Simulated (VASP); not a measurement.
Input of a VASP 6.6.1 run:

File INCAR:

```
PREC = Accurate ; ENCUT = 520
EDIFF = 1E-6 ; ISMEAR = 0
SIGMA = 0.15 ; LREAL = False
LASPH = True ; NELM = 60
ALGO = Fast ; ISIF = 2
LWAVE = False ; LCHARG = False
NBANDS = 16
```

The input KPOINTS:

```
regular mesh
0
Gamma
  14 14 14
```

File POSCAR:

```
Al2Cu
1.0
   -1.9311982010      1.9311982010      2.9675063584
    1.9311982010     -1.9311982010      2.9675063584
    1.9845224052      1.9845224052     -2.9675063584
Al Cu
2 1
Direct
    0.7500000000      0.2500000000      0.5000000000
    0.2500000000      0.7500000000      0.5000000000
    0.5000000000      0.5000000000      0.0000000000
```

Potentials or basis: VASP PAW LDA potentials, release 64 (Al, Cu).

Launch:

```sh
$ cat potpaw_LDA.64/Al/POTCAR potpaw_LDA.64/Cu/POTCAR > POTCAR
$ mpirun -np 1 vasp_std > vasp.out
```

Question: Estimate the band gap on the k mesh.

Answer: Zero (an odd number of electrons rules out a gap without spin polarisation).

Question: Predict the pressure.

Answer: 0.8 GPa.

Stress tensor (GPa, compression positive):
```
 3.08 -1.86  0.00
-1.86  3.08  0.00
 0.00  0.00 -3.75
```

Caveat: the cell differs from its parent crystal (strain +e along x and -e along y -0.0133, strain +e along z and -e/2 along x and y +0.0467).
